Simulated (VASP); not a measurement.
# AlN: single point with PBEsol

AlN:

```xyz
2
Lattice="0.0000 2.0090 2.0090 2.0090 0.0000 2.0090 2.0090 2.0090 0.0000" Properties=species:S:1:pos:R:3 pbc="T T T"
Al    0.0000    0.0000    0.0000
N     2.0090    2.0090    2.0090
```

```yaml
Program: VASP 6.6.1
Task: single point
Functional: PBEsol
Potentials_or_basis: VASP PAW PBE potentials, release 64 (Al, N)
Cutoff: 520 eV
k_mesh: 14 × 14 × 14
Occupations: gaussian, width 0.05 eV
Spin: no spin polarisation
Dipole_correction: no
Further_INCAR_settings: ALGO = Normal; EDIFF = 1e-07; NBANDS = 11
```

```
Pressure               : 5.4 GPa
Band gap on the k mesh : 4.74 eV (least direct gap 5.94 eV)
```

Levels at points of the mesh, in eV from the valence-band top:
```tsv
k point	band 2	band 3	band 4	band 5	band 6	band 7
(0.00, 0.00, 0.00)	0.00	0.00	0.00	5.94	12.08	12.08
(0.50, 0.00, 0.00)	-8.49	-1.13	-1.13	6.16	11.06	11.06
(0.50, 0.50, 0.00)	-7.58	-2.87	-2.87	4.74	5.11	14.20
```

Wall time 16 s on 1 thread of Intel Xeon 8259CL (shared host), peak memory 0.14 GiB.

Caveat: the cell stands under pressure; the PAW data sets were made with another functional, which shifts forces and pressure a little. As with any semilocal functional, this PBEsol gap is likely too small.
